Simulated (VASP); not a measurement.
Input of a VASP 6.6.1 run:

The input INCAR:

```
SYSTEM = Al7Ru8
ALGO = Normal
EDIFF = 1E-6
ENCUT = 520
GGA = PE
ISIF = 2
ISMEAR = -1
LASPH = .True.
LCHARG = .False.
LREAL = Auto
LWAVE = .False.
NBANDS = 80
NELM = 60
PREC = Accurate
SIGMA = 0.1
```

Contents of KPOINTS:

```
k-points
0
Gamma
  2 2 2
  0 0 0
```

File POSCAR:

```
Al7Ru8
1.0
    6.0171100000      0.0000000000      0.0000000000
    0.0000000000      6.0171100000      0.0000000000
    0.0000000000      0.0000000000      6.0171100000
Ru Al
8 7
Direct
    0.2676005591      0.2688232391      0.2469644065
    0.2362473014      0.2374649957      0.7502488736
    0.2675969028      0.7337121974      0.2469529392
    0.2362449747      0.7650687789      0.7502575157
    0.7324979932      0.2688142647      0.2469665670
    0.7638525804      0.2374563536      0.7502473779
    0.7324999875      0.7337198422      0.2469550997
    0.7638542423      0.7650769223      0.7502560199
    0.0000543450      0.0012673858      0.3396228422
    0.0000402186      0.5012477751      0.0003918825
    0.0000448720      0.5012781884      0.5009951621
    0.5000402186      0.0012750307      0.0003988626
    0.5000362300      0.0012539242      0.5009870187
    0.5000550098      0.5012624001     -0.0316500779
    0.5000545112      0.5012741997      0.5303860159
```

Potentials or basis: VASP PAW PBE potentials, release 64 (Ru_pv, Al).

Command:

```console
$ cat potpaw_PBE.64/Ru_pv/POTCAR potpaw_PBE.64/Al/POTCAR > POTCAR
$ mpirun -np 1 vasp_std > vasp.out
```

What does it give for the band gap on the k mesh?

Zero (an odd number of electrons rules out a gap without spin polarisation).

Estimate the largest force.

2.332 eV/Å.

What does it give for the pressure?

-3.5 GPa.

Stress tensor (GPa, compression positive):
```
-2.63  0.00  0.00
 0.00 -2.62  0.00
 0.00  0.00 -5.22
```

Caveat: the k points lie up to 0.52 Å⁻¹ apart, too coarse for converged energies and pressures of a metal.
